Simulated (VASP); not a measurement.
The system is Nb.

```
CELL_PARAMETERS angstrom
0.00000 2.11500 2.11500
2.11500 0.00000 2.11500
2.11500 2.11500 0.00000
ATOMIC_POSITIONS crystal
Nb 0.00000 0.00000 0.00000
```

Base run:

```yaml
Program: VASP 6.6.1
Functional: PBEsol
Potentials_or_basis: VASP PAW PBE potentials, release 64 (Nb_sv)
Cutoff: 520 eV
k_mesh: 13 × 13 × 13
Occupations: fermi-dirac, width 0.08 eV
Spin: no spin polarisation
```

Its results: pressure -6.9 GPa.

**Question.** The run is repeated on the same cell with these changes: functional from PBEsol to PBE. What comes out?

**Answer.** Pressure -1.4 GPa.

PBE binds less tightly than PBEsol, so the same cell stands under more pressure.

Caveats: the PAW data sets were made with another functional, which shifts forces and pressure a little (some runs).
